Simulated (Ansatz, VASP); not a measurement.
# Cu3Te in VASP and in Ansatz

INCAR

```
SYSTEM = Cu3Te
  PREC = Accurate
  ENCUT = 520
  EDIFF = 1E-6
  ISMEAR = -1
  SIGMA = 0.05
  LREAL = .FALSE.
  LASPH = .TRUE.
  NELM = 60
  ALGO = Normal
  ISIF = 2
  LWAVE = .FALSE.
  LCHARG = .FALSE.
  GGA = PE
  NBANDS = 28
```

KPOINTS

```
Automatic mesh
0
G
  6 6 6
  0 0 0
```

POSCAR

```
Cu3Te
1.0
    4.0366818941      0.0000000000      0.0000000000
    0.0000000000      4.0366818941      0.0000000000
    0.0000000000      0.0000000000      4.0366818941
Cu Te
3 1
Direct
    0.0000000000      0.5000000000      0.5000000000
    0.5000000000      0.0000000000      0.5000000000
    0.5000000000      0.5000000000      0.0000000000
    0.0000000000      0.0000000000      0.0000000000
```

Input for Ansatz:

```yaml
crystal:
  lattice:
    - [4.0366818941417355, 0.0, 0.0]
    - [0.0, 4.0366818941417355, 0.0]
    - [0.0, 0.0, 4.0366818941417355]
  atoms:
    - { symbol: Cu, position: [0.0, 0.5, 0.5] }
    - { symbol: Cu, position: [0.5, 0.0, 0.5] }
    - { symbol: Cu, position: [0.5, 0.5, 0.0] }
    - { symbol: Te, position: [0.0, 0.0, 0.0] }
basis:
  ecutwfc: 500.0
kpoints:
  mp_grid:
    grid: [6, 6, 6]
hamiltonian:
  xc: pbe
  pseudopotentials:
    kind: paw
scf:
  occupations:
    method: fermi_dirac
    width: 0.05
output:
  stress: true
```

Alike in both runs: task single point; functional PBE; k mesh 6 × 6 × 6; occupations fermi-dirac, width 0.05 eV; no spin polarisation.

|  | VASP | Ansatz |
| --- | --- | --- |
| version | VASP 6.6.1 | Ansatz 0.2.0 |
| potentials or method | VASP PAW PBE potentials, release 64 (Cu, Te), cutoff 520 eV | plane waves, PAW |
| valence electrons in the cell | 39 | 73 |

|  | VASP | Ansatz | Ansatz less VASP |
| --- | --- | --- | --- |
| pressure (GPa) | -4.3 | -4.9 | -0.60 |

VASP's potentials hold 39 valence electrons a cell and Ansatz's 73, so a difference there can come from the potentials and not from the codes.

Neither program's run includes spin-orbit coupling.
